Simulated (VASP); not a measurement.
Here is a VASP 6.6.1 calculation.

Contents of INCAR:

```
SYSTEM = Cd2S
PREC     = Accurate       ! precision mode
ENCUT    = 520            ! plane-wave cutoff, eV
EDIFF    = 1E-7           ! SCF threshold, eV
ISMEAR   = -1             ! smearing method
SIGMA    = 0.05           ! smearing width, eV
LREAL    = .FALSE.        ! projectors in reciprocal space
LASPH    = .TRUE.         ! aspherical terms in the spheres
NELM     = 60             ! most SCF steps
ALGO     = Normal         ! electronic algorithm
ISIF     = 2              ! what is computed and relaxed
LWAVE    = .FALSE.        ! write WAVECAR
LCHARG   = .FALSE.        ! write CHGCAR
GGA      = PS             ! functional
NBANDS   = 22             ! bands
```

KPOINTS

```
Automatic mesh
0
G
  7 7 4
  0 0 0
```

The input POSCAR:

```
Cd2S
1.0
    3.9889136618      0.0000000000      0.0000000000
   -1.9944568309      3.4545005647      0.0000000000
    0.0000000000      0.0000000000      5.8476645914
Cd S
2 1
Direct
    0.3333333333      0.6666666667      0.9327170000
    0.6666666667      0.3333333333      0.5787350000
    0.3333333333      0.6666666667      0.3657050000
```

Potentials or basis: VASP PAW PBE potentials, release 64 (Cd, S).

Command:

```console
$ cat potpaw_PBE.64/Cd/POTCAR potpaw_PBE.64/S/POTCAR > POTCAR
$ mpirun -np 1 vasp_std > vasp.out
```

Task: Estimate the largest force.

Result: 0.172 eV/Å.

Task: Estimate the band gap on the k mesh.

Result: 0.50 eV (least direct gap 0.79 eV).

Task: Estimate the pressure.

Result: -3.6 GPa.

Stress tensor (GPa, compression positive):
```
-3.20  0.00  0.00
 0.00 -3.20  0.00
 0.00  0.00 -4.27
```

Caveat: the cell stands under tension; semilocal functionals underestimate gaps, and a narrow one can read as zero; the PAW data sets were made with another functional, which shifts forces and pressure a little. A k mesh can miss the band edges.
